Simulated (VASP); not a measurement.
La2O3:

```
La O
1.0
     6.26678    0.00000    0.00000
    -3.13339    5.42719    0.00000
     0.00000    0.00000    3.29977
La O
2 3
Direct
  0.33333 0.66667 0.50000
  0.66667 0.33333 0.50000
  0.49199 0.49199 0.00000
  0.00000 0.50801 0.00000
  0.50801 0.00000 0.00000
```

Base run:

```yaml
Program: VASP 6.6.1
Functional: BLYP
Potentials_or_basis: VASP PAW PBE potentials, release 64 (La, O)
Cutoff: 520 eV
k_mesh: 6 × 6 × 6
Occupations: gaussian, width 0.01 eV
Spin: no spin polarisation
```

Its results: band gap on the k mesh 1.64 eV (least direct gap 2.15 eV); pressure 5.3 GPa; largest force 0.034 eV/Å.

Q: The run is repeated on the same cell with these changes: functional from BLYP to PBEsol; further incar settings from ALGO = Normal; EDIFF = 1e-06; NBANDS = 28 to ALGO = Normal; EDIFF = 1e-07; NBANDS = 28. What comes out?

A: Band gap on the k mesh 1.46 eV (least direct gap 1.98 eV); pressure -1.2 GPa; largest force 0.062 eV/Å.

Caveats: the PAW data sets were made with another functional, which shifts forces and pressure a little; spin-orbit coupling is left out, which moves the levels of the heavy elements; the cell stands under pressure (at least some runs).

A k mesh can miss the band edges.
